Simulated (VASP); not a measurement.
Set up this calculation in VASP 6.6.1, as the native input.

- Task: relaxation of the atoms
- Functional: PBE
- Potentials or basis: VASP PAW PBE potentials, release 64 (B, N, Se)
- Cutoff: 520 eV
- k mesh: 1 × 1 × 1, shifted
- Occupations: fermi-dirac, width 0.01 eV
- Spin: no spin polarisation
- Dipole correction: no
- Further INCAR settings: LREAL = Auto; ALGO = Normal; EDIFF = 1e-06; IBRION = 2; EDIFFG = -0.03; NSW = 100

The structure of B17SeN17 (a cell with a defect) (V_B-Se_N) lies in POSCAR:

```
B17SeN17
1.0
    7.4650312800      0.0000000000      0.0000000000
   -3.7325156400      6.4649067300      0.0000000000
    0.0000000000      0.0000000000      6.4954828800
B N Se
17 17 1
Direct
    0.1111111100      0.2222222200      0.2500000000
    0.2222222200      0.1111111100      0.7500000000
    0.1111111100      0.5555555600      0.2500000000
    0.2222222200      0.4444444400      0.7500000000
    0.1111111100      0.8888888900      0.2500000000
    0.2222222200      0.7777777800      0.7500000000
    0.4444444400      0.2222222200      0.2500000000
    0.5555555600      0.1111111100      0.7500000000
    0.4444444400      0.5555555600      0.2500000000
    0.4444444400      0.8888888900      0.2500000000
    0.5555555600      0.7777777800      0.7500000000
    0.7777777800      0.2222222200      0.2500000000
    0.8888888900      0.1111111100      0.7500000000
    0.7777777800      0.5555555600      0.2500000000
    0.8888888900      0.4444444400      0.7500000000
    0.7777777800      0.8888888900      0.2500000000
    0.8888888900      0.7777777800      0.7500000000
    0.1111111100      0.2222222200      0.7500000000
    0.2222222200      0.1111111100      0.2500000000
    0.1111111100      0.5555555600      0.7500000000
    0.2222222200      0.4444444400      0.2500000000
    0.1111111100      0.8888888900      0.7500000000
    0.2222222200      0.7777777800      0.2500000000
    0.5555555600      0.1111111100      0.2500000000
    0.4444444400      0.5555555600      0.7500000000
    0.5555555600      0.4444444400      0.2500000000
    0.4444444400      0.8888888900      0.7500000000
    0.5555555600      0.7777777800      0.2500000000
    0.7777777800      0.2222222200      0.7500000000
    0.8888888900      0.1111111100      0.2500000000
    0.7777777800      0.5555555600      0.7500000000
    0.8888888900      0.4444444400      0.2500000000
    0.7777777800      0.8888888900      0.7500000000
    0.8888888900      0.7777777800      0.2500000000
    0.4444444400      0.2222222200      0.7500000000
```

These files were run (other wordings do the same):

INCAR

```
ALGO = Normal
EDIFF = 1E-6
EDIFFG = -0.03
ENCUT = 520
GGA = PE
IBRION = 2
ISIF = 2
ISMEAR = -1
LASPH = True
LCHARG = False
LREAL = Auto
LWAVE = False
NELM = 60
NSW = 100
PREC = Accurate
SIGMA = 0.01
```

KPOINTS

```
Automatic mesh
0
Gamma
  1 1 1
  0.25 0.25 0.25
```

Potentials or basis: VASP PAW PBE potentials, release 64 (B, N, Se).

Command:

```sh
$ cat potpaw_PBE.64/B/POTCAR potpaw_PBE.64/N/POTCAR potpaw_PBE.64/Se/POTCAR > POTCAR
$ mpirun -np 1 vasp_std > vasp.out
```

Results of the run:

```
Energy gained by relaxing    : 322.5 meV/atom
Ionic steps                  : 24
Pressure after relaxing      : 12.4 GPa
Largest force after relaxing : 0.024 eV/Å
Band gap on the k mesh       : 2.33 eV
```

Caveat: the k points lie up to 0.97 Å⁻¹ apart.

Run time: 24 min on 1 thread of Intel(R) Xeon(R) Platinum 8488C (Sapphire Rapids), with other jobs on the host, peak memory 0.41 GiB.
